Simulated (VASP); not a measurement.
# CsH2 (I4/mmm) in VASP: further runs

CsH2 is run at these levels: PBE; tasks: single point, relaxation of cell and atoms.

Everything below comes from runs of VASP 6.6.1. Logs are shortened: lines on timing, memory, paths and dates and some standing lists are left out, and cuts for length are marked.

### Step 1. The cell of the first run

It takes space group I4/mmm (No. 139, tetragonal). The conventional cell has a = 3.569 Å, b = 3.569 Å, c = 11.375 Å, α = 90.00°, β = 90.00°, γ = 90.00°. Within 4.1 Å of Cs (site symmetry 4/mmm) lie 10 H at 3.00 to 4.06 Å and 4 Cs at 3.57 Å. Within 4.1 Å of H (site symmetry 4mm) lie 5 Cs at 3.00 to 4.06 Å and 9 H at 3.25 to 3.57 Å.

The cell was generated, and may not be a known phase.

### Step 2. Single point, PBE

File INCAR:

```
SYSTEM = CsH2
PREC = Accurate
ENCUT = 520
EDIFF = 1E-6
ISMEAR = 0
SIGMA = 0.1
LREAL = .False.
LASPH = .True.
NELM = 80
ALGO = Normal
ISIF = 2
LWAVE = .False.
LCHARG = .True.
GGA = PE
LELF = .True.
LVHAR = .True.
NBANDS = 12
```

File KPOINTS:

```
Automatic mesh
0
Gamma
  6 6 6
  0 0 0
```

File POSCAR:

```
CsH2
1.0
   -1.7846822300      1.7846822300      5.6876358600
    1.7846822300     -1.7846822300      5.6876358600
    1.7846822300      1.7846822300     -5.6876358600
Cs H
1 2
Direct
    0.0000000000      0.0000000000      0.0000000000
    0.6428176800      0.6428176800      0.0000000000
    0.3571823200      0.3571823200      0.0000000000
```

Potentials or basis: VASP PAW PBE potentials, release 64 (Cs_sv, H).

On the command line:

```console
cat potpaw_PBE.64/Cs_sv/POTCAR potpaw_PBE.64/H/POTCAR > POTCAR
mpirun -np 1 vasp_std > vasp.out
```

OUTCAR:

```text
SYSTEM = CsH2
   PREC = Accurate
   ENCUT = 520
   EDIFF = 1E-6
   ISMEAR = 0
   LREAL = .False.
   LASPH = .True.
   NELM = 80
   ISIF = 2
   GGA = PE

 ion  position               nearest neighbor table
   1  0.000  0.000  0.000-
   2  0.643  0.643  0.000-
   3  0.357  0.357  0.000-

  LATTYP: Found a body centered tetragonal cell.
 ALAT       =     3.5693644600
 C/A-ratio  =     3.1869179647

  Lattice vectors:

 A1 = (  -1.7846822300,   1.7846822300,   5.6876358600)
 A2 = (   1.7846822300,  -1.7846822300,   5.6876358600)
 A3 = (   1.7846822300,   1.7846822300,  -5.6876358600)

Analysis of symmetry for initial positions (statically):
=====================================================================
 Subroutine PRICEL returns:
 Original cell was already a primitive cell.

 Routine SETGRP: Setting up the symmetry group for a
 body centered tetragonal supercell.

 Subroutine GETGRP returns: Found 16 space group operations
 (whereof 16 operations were pure point group operations)
 out of a pool of 16 trial point group operations.

The static configuration has the point symmetry D_4h.

Analysis of symmetry for dynamics (positions and initial velocities):
=====================================================================
 Subroutine PRICEL returns:
 Original cell was already a primitive cell.

 Routine SETGRP: Setting up the symmetry group for a
 body centered tetragonal supercell.

 Subroutine GETGRP returns: Found 16 space group operations
 (whereof 16 operations were pure point group operations)
 out of a pool of 16 trial point group operations.

The dynamic configuration has the point symmetry D_4h.

 Subroutine INISYM returns: Found 16 space group operations
 (whereof 16 operations are pure point group operations),
 and found     1 'primitive' translations

----------------------------------------------------------------------------------------

                                     Primitive cell

  volume of cell :      72.4625

  direct lattice vectors                    reciprocal lattice vectors
    -1.784682230  1.784682230  5.687635860     0.000000000  0.280161920  0.087909988
     1.784682230 -1.784682230  5.687635860     0.280161920  0.000000000  0.087909988
     1.784682230  1.784682230 -5.687635860     0.280161920  0.280161920  0.000000000

  length of vectors
     6.222490096  6.222490096  6.222490096     0.293630495  0.293630495  0.396208787

  position of ions in fractional coordinates (direct lattice)
     0.000000000  0.000000000  0.000000000
     0.642817680  0.642817680  0.000000000
     0.357182320  0.357182320  0.000000000

  ion indices of the primitive-cell ions
   primitive index   ion index
                 1           1
                 2           2
                 3           3

----------------------------------------------------------------------------------------

 KPOINTS: Automatic mesh

Automatic generation of k-mesh.
 Grid dimensions read from file:
 generate k-points for:    6    6    6

 Generating k-lattice:

  Cartesian coordinates                     Fractional coordinates (reciprocal lattice)
     0.000000000  0.046693653  0.014651665     0.166666667  0.000000000  0.000000000
     0.046693653  0.000000000  0.014651665     0.000000000  0.166666667  0.000000000
     0.046693653  0.046693653  0.000000000     0.000000000  0.000000000  0.166666667

  Length of vectors
     0.048938416  0.048938416  0.066034798

  Shift w.r.t. Gamma in fractional coordinates (k-lattice)
     0.000000000  0.000000000  0.000000000

 Subroutine IBZKPT returns following result:
 ===========================================

 Found     30 irreducible k-points:

 Following reciprocal coordinates:
            Coordinates               Weight
  0.000000  0.000000  0.000000      1.000000
  0.166667 -0.000000  0.000000      8.000000
  0.333333  0.000000 -0.000000      8.000000
  0.500000 -0.000000  0.000000      4.000000
  0.166667  0.166667  0.000000      8.000000
  0.333333  0.166667  0.000000     16.000000
[... 16 lines left out ...]
 -0.333333 -0.333333  0.166667      8.000000
 -0.166667 -0.333333  0.166667      8.000000
 [... further k-points ...]
   k-points           NKPTS =     30   k-points in BZ     NKDIM =     30   number of bands    NBANDS=     12
   number of dos      NEDOS =    301   number of ions     NIONS =      3
   total plane-waves  NPLWV = 110592
   dimension x,y,z NGX =    48 NGY =   48 NGZ =   48
   dimension x,y,z NGXF=    96 NGYF=   96 NGZF=   96
   ions per type =               1   2
   NGX,Y,Z   is equivalent  to a cutoff of  12.82, 12.82, 12.82 a.u.
   NGXF,Y,Z  is equivalent  to a cutoff of  25.65, 25.65, 25.65 a.u.
 SYSTEM =  CsH2
   PREC   = accura    normal or accurate (medium, high low for compatibility)
   ISTART =      0    job   : 0-new  1-cont  2-samecut
   ICHARG =      2    charge: 1-file 2-atom 10-const
   ISPIN  =      1    spin polarized calculation?
   LNONCOLLINEAR =      F non collinear calculations
   LSORBIT =      F    spin-orbit coupling
   LASPH  =      T    aspherical Exc in radial PAW
   ENCUT  =  520.0 eV  38.22 Ry    6.18 a.u.  11.57 11.57 11.57*2*pi/ulx,y,z
   NELM   =     80;   NELMIN=  2; NELMDL= -5     # of ELM steps
   EDIFF  = 0.1E-05   stopping-criterion for ELM
   LREAL  =      F    real-space projection
   EDIFFG = 0.1E-04   stopping-criterion for IOM
   NSW    =      0    number of steps for IOM
   IBRION =     -1    ionic relax: 0-MD 1-quasi-New 2-CG
   NFREE  =      0    steps in history (QN), initial steepest desc. (CG)
   ISIF   =      2    stress and relaxation
   ISYM   =      2    0-nonsym 1-usesym 2-fastsym
   POTIM  = 0.5000    time-step for ionic-motion
   TEBEG  =    0.0;   TEEND  =   0.0 temperature during run
   PSTRESS=    0.0 pullay stress
   NELECT =      11.0000    total number of electrons
   NUPDOWN=      -1.0000    fix difference up-down
   EMIN   =  10.00;   EMAX   =-10.00  energy-range for DOS
   EFERMI =   0.00;   METHOD = LEGACY
   ISMEAR =     0;   SIGMA  =   0.10  broadening in eV -4-tet -1-fermi 0-gaus
   EFERMI_NEDOS =   21; number of points for ismear=-14 and -15
   IALGO  =     38    algorithm
   IMIX   =      4    mixing-type and parameters
     AMIX     =   0.40;   BMIX     =  1.00
     AMIX_MAG =   1.60;   BMIX_MAG =  1.00
  volume/ion in A,a.u.               =      24.15       163.00
  Fermi-wavevector in a.u.,A,eV,Ry     =   0.873309  1.650314 10.376733  0.762668
  Thomas-Fermi vector in A             =   1.992681
   LORBIT       =      0    0 simple, 1 ext, 2 COOP (PROOUT), +10 PAW based schemes
   GGA     = PE    functional components
   LHFCALC =     F    Hartree Fock is set to
   AEXX    =    0.0000 exact exchange contribution
   IVDW    =     0    specifies the selected vdW correction
   LEPSILON=     F    determine dielectric tensor
   LRPA    =     F    only Hartree local field effects (RPA)
 non-spin polarized calculation
 Gauss-broadening in eV      SIGMA  =   0.10
  energy-cutoff  :      520.00
  volume of cell :       72.46
 maximum number of plane-waves:      1967
 NGX is ok and might be reduce to    48
   NGX = 23   NGY = 23   NGZ = 23

 number of electron      11.0000000 magnetization

 Free energy of the ion-electron system (eV)
  ---------------------------------------------------
  ext. energy  EPLUGINS =         0.00000000
  ---------------------------------------------------
  free energy    TOTEN  =        -5.09152644 eV

  energy without entropy =       -5.06430215  energy(sigma->0) =       -5.07791429

 E-fermi :  -1.4179     XC(G=0):  -7.2602

 val. band max:       -1.4320328474   @ k =  -0.3333  -0.3333   0.1667
 cond. band min:      -1.4159441357   @ k =   0.1667   0.1667   0.1667
 fundamental gap:      0.0160887117
 Fermi energy:        -1.4178861738

 k-point     1 :       0.0000    0.0000    0.0000
  band No.  band energies     occupation
      1     -22.2499      2.00000
      2      -9.1000      2.00000
      3      -7.9065      2.00000
      4      -7.9065      2.00000
      5      -3.2647      2.00000
      6      -0.7612      0.00000
      7       2.4233      0.00000
      8       3.1120      0.00000
      9       7.3750      0.00000
     10       7.3750      0.00000
     11       8.5918      0.00000
     12      10.3034      0.00000

 k-point     2 :       0.1667   -0.0000    0.0000
  band No.  band energies     occupation
      1     -22.1779      2.00000
      2      -8.9979      2.00000
      3      -8.6334      2.00000
      4      -7.8442      2.00000
      5      -2.7961      2.00000
      6      -1.0588      0.00000
      7       2.9087      0.00000
      8       3.9367      0.00000
      9       6.6808      0.00000
     10       7.6351      0.00000
     11       7.7600      0.00000
     12       8.5598      0.00000

 k-point     3 :       0.3333    0.0000   -0.0000
  band No.  band energies     occupation
      1     -22.0270      2.00000
      2      -9.7712      2.00000
      3      -8.7728      2.00000
      4      -7.7150      2.00000
      5      -2.0457      2.00000
      6      -1.5294      1.88536
      7       3.5497      0.00000
      8       4.5072      0.00000
      9       6.3162      0.00000
     10       6.8598      0.00000
     11       7.4725      0.00000
     12       8.3054      0.00000
[... 286 lines left out ...]
 k-point    23 :      -0.3333   -0.3333    0.1667
  band No.  band energies     occupation
      1     -22.1061      2.00000
      2      -8.9450      2.00000
      3      -8.6228      2.00000
      4      -8.4619      2.00000
      5      -2.1462      2.00000
      6      -1.4320      1.15857
      7       4.3791      0.00000
      8       4.5054      0.00000
      9       6.0415      0.00000
     10       6.3619      0.00000
     11       7.0960      0.00000
     12       7.7293      0.00000

 k-point    24 :      -0.1667   -0.3333    0.1667
  band No.  band energies     occupation
      1     -22.1774      2.00000
      2      -9.0337      2.00000
      3      -8.6318      2.00000
      4      -7.8449      2.00000
      5      -2.5487      2.00000
      6      -1.2963      0.08555
      7       3.2521      0.00000
      8       4.0588      0.00000
      9       6.6528      0.00000
     10       7.2622      0.00000
     11       7.7825      0.00000
     12       8.5018      0.00000

 [... further k-points ...]
[... 5 lines left out ...]
  --------------------------------------------------------------------------------------
  -------------------------------------------------------------------------------------
  Total        1.4619836      1.4619836     -1.5623465      0.0000000      0.0000000      0.0000000
  in kB       32.3250727     32.3250727    -34.5441388      0.0000000      0.0000000      0.0000000
  external PRESSURE =      10.0353355 kB  Pullay stress =       0.0000000 kB

 VOLUME and BASIS-vectors are now :
 -----------------------------------------------------------------------------
  energy-cutoff  :      520.00
  volume of cell :       72.46
      direct lattice vectors                 reciprocal lattice vectors
    -1.784682230  1.784682230  5.687635860     0.000000000  0.280161920  0.087909988
     1.784682230 -1.784682230  5.687635860     0.280161920  0.000000000  0.087909988
     1.784682230  1.784682230 -5.687635860     0.280161920  0.280161920  0.000000000

 POSITION                                       TOTAL-FORCE (eV/Angst)
 -----------------------------------------------------------------------------------
      0.00000      0.00000      0.00000         0.000000      0.000000      0.000000
      0.00000      0.00000      7.31223        -0.000000     -0.000000     -0.099124
      0.00000      0.00000      4.06305         0.000000      0.000000      0.099124
 -----------------------------------------------------------------------------------
    total drift:                                0.000000     -0.000000      0.000000

  FREE ENERGIE OF THE ION-ELECTRON SYSTEM (eV)
  ---------------------------------------------------
  free  energy   TOTEN  =        -5.0915264358 eV

  energy  without entropy=       -5.0643021512  energy(sigma->0) =       -5.07791429
```

Run time: 48 s. Hardware: 1 thread of Intel Xeon Platinum 8259CL at 2.50GHz (Skylake/Cascade Lake), shared host; peak memory 0.31 GiB.

What came out:

| Item | Value |
| --- | --- |
| Free energy | -5.0915 eV |
| Pressure | 1.0 GPa |
| Largest force | 0.099 eV/Å |
| Band gap on the k mesh | zero (an odd number of electrons rules out a gap without spin polarisation) |

Forces in eV/Å, atoms in the order of the input:
```
Cs   0.000  0.000  0.000
H    0.000  0.000 -0.099
H    0.000  0.000  0.099
```

Stress tensor (GPa, compression positive):
```
 3.23  0.00  0.00
 0.00  3.23  0.00
 0.00  0.00 -3.45
```

Levels at points of the mesh, in eV from the Fermi level:
| k point | band 1 | band 2 | band 3 | band 4 | band 5 | band 6 | band 7 | band 8 | band 9 | band 10 |
| --- | --- | --- | --- | --- | --- | --- | --- | --- | --- | --- |
| (0.00, 0.00, 0.00) | -20.83 | -7.68 | -6.49 | -6.49 | -1.85 | 0.66 | 3.84 | 4.53 | 8.79 | 8.79 |
| (0.50, 0.00, 0.00) | -20.53 | -8.83 | -7.23 | -6.23 | -0.71 | 0.19 | 4.75 | 6.22 | 7.46 | 7.66 |
| (0.50, 0.50, 0.00) | -20.25 | -8.31 | -8.31 | -6.90 | -1.01 | 0.35 | 4.69 | 5.40 | 5.81 | 7.94 |
| (0.50, 0.50, 0.50) | -20.83 | -7.77 | -6.49 | -6.49 | -0.93 | -0.43 | 4.50 | 5.37 | 8.15 | 9.10 |

Caveat: the stress differs along the axes, from -3 to 3 GPa; spin-orbit coupling is left out, which moves the levels of the heavy elements.

### Step 3. Single point, PBE

This run uses another cell than the first one, of 42.88 Å³/atom.

File INCAR:

```
PREC = Accurate
ENCUT = 520
EDIFF = 1E-7
ISMEAR = 0
SIGMA = 0.1
LREAL = False
LASPH = True
NELM = 60
ALGO = Normal
ISIF = 2
LWAVE = False
LCHARG = False
GGA = PE
NBANDS = 12
```

File KPOINTS:

```
regular mesh
0
Gamma
  12 12 12
```

File POSCAR:

```
CsH2
1.0
   -2.6461366487      2.6461366487      4.5932045498
    2.6461366487     -2.6461366487      4.5932045498
    2.6461366487      2.6461366487     -4.5932045498
Cs H
1 2
Direct
    0.0000000000      0.0000000000      0.0000000000
    0.5415622403      0.5415622403      0.0000000000
    0.4584377597      0.4584377597      0.0000000000
```

Potentials or basis: VASP PAW PBE potentials, release 64 (Cs_sv, H).

On the command line:

```console
cat potpaw_PBE.64/Cs_sv/POTCAR potpaw_PBE.64/H/POTCAR > POTCAR
mpirun -np 1 vasp_std > vasp.out
```

It took 4.6 min on 1 thread of Intel Xeon Platinum 8259CL at 2.50GHz (Skylake/Cascade Lake), shared host; peak memory 0.48 GiB.

Results (log left out):

```
Free energy            : -7.4224 eV
Pressure               : 0.0 GPa
Largest force          : 0.005 eV/Å
Band gap on the k mesh : zero (an odd number of electrons rules out a gap without spin polarisation)
```

Forces in eV/Å, atoms in the order of the input:
```
Cs   0.000  0.000  0.000
H    0.000  0.000 -0.005
H    0.000  0.000  0.005
```

Levels at points of the mesh, in eV from the Fermi level:
```
           k point  band 4  band 5  band 6  band 7  band 8  band 9
(0.00, 0.00, 0.00)  -10.62   -8.46   -0.57    2.01    2.63    2.63
(0.50, 0.00, 0.00)  -10.64   -8.33   -0.30    1.39    1.73    2.31
(0.50, 0.50, 0.00)  -10.64   -8.42    1.01    1.37    1.85    1.95
(0.50, 0.50, 0.50)  -10.68   -8.43    0.07    1.29    1.67    3.74
```

Caveat: spin-orbit coupling is left out, which moves the levels of the heavy elements.

### Step 4. Relaxation of cell and atoms, PBE

This run uses another cell than the first one, of 42.88 Å³/atom.

File INCAR:

```
  ALGO = Normal
  EDIFF = 1E-6
  EDIFFG = -0.01
  ENCUT = 600
  GGA = PE
  IBRION = 2
  ISIF = 3
  ISMEAR = 0
  LASPH = True
  LCHARG = False
  LREAL = False
  LWAVE = False
  NELM = 60
  NSW = 100
  PREC = Accurate
  SIGMA = 0.1
```

File KPOINTS:

```
k-points
0
Gamma
  12 12 12
```

POSCAR is that of step 3.

On the command line:

```console
cat potpaw_PBE.64/Cs_sv/POTCAR potpaw_PBE.64/H/POTCAR > POTCAR
mpirun -np 1 vasp_std > vasp.out
```

Wall time 6 min (1 thread of Intel Xeon Platinum 8259CL at 2.50GHz (Skylake/Cascade Lake), shared host); peak memory 0.52 GiB.

Results (log left out):

- Free energy: -7.4242 eV
- Relaxed volume: 42.88 Å³/atom
- Relaxed cell: a = 5.924 Å, b = 5.924 Å, c = 5.924 Å, α = 126.94°, β = 126.94°, γ = 78.35°
- Space group after relaxing (to 0.1 Å): I4/mmm (No. 139)
- Energy gained by relaxing: 0.0 meV/atom
- Ionic steps: 3
- Pressure after relaxing: 0.0 GPa
- Largest force after relaxing: 0.004 eV/Å
- Band gap on the k mesh: zero (an odd number of electrons rules out a gap without spin polarisation)

Forces on the atoms (eV/Å):
```
Cs   0.000  0.000  0.000
H    0.000  0.000  0.004
H    0.000  0.000 -0.004
```

Final structure:
```yaml
crystal:
  lattice:
    - [-2.64614, 2.64614, 4.59253]
    - [2.64614, -2.64614, 4.59253]
    - [2.64614, 2.64614, -4.59253]
  atoms:
    - { symbol: Cs, position: [0.00000, 0.00000, 0.00000] }
    - { symbol: H, position: [0.54154, 0.54154, 0.00000] }
    - { symbol: H, position: [0.45846, 0.45846, 0.00000] }
```

Levels at points of the mesh, in eV from the Fermi level:
| k point | band 4 | band 5 | band 6 | band 7 | band 8 | band 9 |
| --- | --- | --- | --- | --- | --- | --- |
| (0.00, 0.00, 0.00) | -10.62 | -8.47 | -0.58 | 2.01 | 2.63 | 2.63 |
| (0.50, 0.00, 0.00) | -10.64 | -8.33 | -0.30 | 1.39 | 1.73 | 2.31 |
| (0.50, 0.50, 0.00) | -10.64 | -8.42 | 1.01 | 1.37 | 1.85 | 1.95 |
| (0.50, 0.50, 0.50) | -10.68 | -8.43 | 0.08 | 1.28 | 1.67 | 3.74 |

Caveat: spin-orbit coupling is left out, which moves the levels of the heavy elements.

### Step 5. Single point, PBE

This run uses another cell than the first one, of 42.88 Å³/atom.

File INCAR:

```
SYSTEM = CsH2
ALGO = Normal
EDIFF = 1E-6
ENCUT = 520
GGA = PE
ISIF = 2
ISMEAR = 0
LASPH = .True.
LCHARG = .False.
LREAL = .False.
LWAVE = .False.
NBANDS = 12
NELM = 80
PREC = Accurate
SIGMA = 0.1
```

File KPOINTS:

```
k-points
0
Gamma
  18 18 18
  0 0 0
```

POSCAR is that of step 4.

On the command line:

```console
cat potpaw_PBE.64/Cs_sv/POTCAR potpaw_PBE.64/H/POTCAR > POTCAR
mpirun -np 1 vasp_std > vasp.out
```

Wall time 15 min (1 thread of Intel Xeon Platinum 8259CL at 2.50GHz (Skylake/Cascade Lake), shared host); peak memory 0.87 GiB.

Results (log left out):

| Item | Value |
| --- | --- |
| Free energy | -7.4223 eV |
| Pressure | 0.0 GPa |
| Largest force | 0.004 eV/Å |
| Band gap on the k mesh | zero (an odd number of electrons rules out a gap without spin polarisation) |

Forces on the atoms (eV/Å):
```
Cs   0.000  0.000  0.000
H    0.000  0.000 -0.004
H    0.000  0.000  0.004
```

Levels at points of the mesh, in eV from the Fermi level:
| k point | band 2 | band 3 | band 4 | band 5 | band 6 | band 7 | band 8 | band 9 | band 10 | band 11 |
| --- | --- | --- | --- | --- | --- | --- | --- | --- | --- | --- |
| (0.00, 0.00, 0.00) | -10.67 | -10.67 | -10.62 | -8.46 | -0.57 | 2.01 | 2.63 | 2.63 | 2.73 | 2.86 |
| (0.50, 0.00, 0.00) | -10.82 | -10.67 | -10.64 | -8.33 | -0.30 | 1.39 | 1.73 | 2.31 | 3.81 | 3.84 |
| (0.50, 0.50, 0.00) | -10.77 | -10.75 | -10.64 | -8.42 | 1.01 | 1.37 | 1.85 | 1.95 | 3.17 | 3.68 |
| (0.50, 0.50, 0.50) | -10.69 | -10.68 | -10.68 | -8.43 | 0.07 | 1.29 | 1.67 | 3.74 | 3.74 | 3.76 |

Caveat: spin-orbit coupling is left out, which moves the levels of the heavy elements.

### Step 6. Overview

| task | cell | k mesh | cutoff (eV) | gap on the mesh (eV) | pressure (GPa) |
| --- | --- | --- | --- | --- | --- |
| single point | a = 6.222 Å, angles 146.7, 146.7, 47.9°, 3 atoms, atomic positions A | 6 × 6 × 6 | 520 | none | 1.0 |
| single point | a = 5.925 Å, angles 126.9, 126.9, 78.3°, 3 atoms, atomic positions B | 12 × 12 × 12 | 520 | none | 0.0 |
| relaxation of cell and atoms | relaxed from a = 5.925 Å, angles 126.9, 126.9, 78.3°, 3 atoms, atomic positions B | 12 × 12 × 12 | 600 | none | 0.0 |
| single point | a = 5.925 Å, angles 126.9, 126.9, 78.3°, 3 atoms, atomic positions B | 18 × 18 × 18 | 520 | none | 0.0 |

Alike in all rows: level PBE; potentials or basis VASP PAW PBE potentials, release 64 (Cs_sv, H); no spin polarisation; smearing gaussian 0.1 eV.

Caveats: spin-orbit coupling is left out, which moves the levels of the heavy elements; the stress differs along the axes, from -3 to 3 GPa (at least some runs).

Total energies depend on the potentials used, so only differences within one code and one set of settings carry meaning.
